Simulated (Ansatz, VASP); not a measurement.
Co: VASP beside Ansatz

```
Co
1.0
     2.51900    0.00000    0.00000
    -1.25950    2.18152    0.00000
     0.00000    0.00000    4.09100
Co
2
Direct
  0.33333 0.66667 0.25000
  0.66667 0.33333 0.75000
```

Alike in both runs: task electric field gradients; functional PBE; k mesh 19 × 19 × 10; occupations fermi-dirac, width 0.05 eV; collinear spin.

```csv
,VASP,Ansatz
version,VASP 6.6.1,Ansatz 0.2.0
potentials or method,"VASP PAW PBE potentials, release 64 (Co), cutoff 520 eV","all-electron PAW with datasets made for the crystal, scalar-relativistic"
```

|  | VASP | Ansatz | Ansatz less VASP |
| --- | --- | --- | --- |
| pressure (GPa) | -7.2 | -6.7 | +0.47 |
| traceless stress, the component that is largest in VASP (GPa) | -0.94 | -0.81 | +0.132 |
| net moment per atom (μB) | 1.64 | 1.65 | +0.011 |
| size of the moment on the site where the two differ most (μB) | 1.66 | 1.73 | +0.063 |
| size of Vzz on the site where it differs most (V/Å²) | 1.8 | 1.6 | -0.22 |

Site moments also hang on the region over which each program counts them. Ansatz ran all-electron here, and VASP with PAW potentials. Ansatz's warnings: band levels unverified.
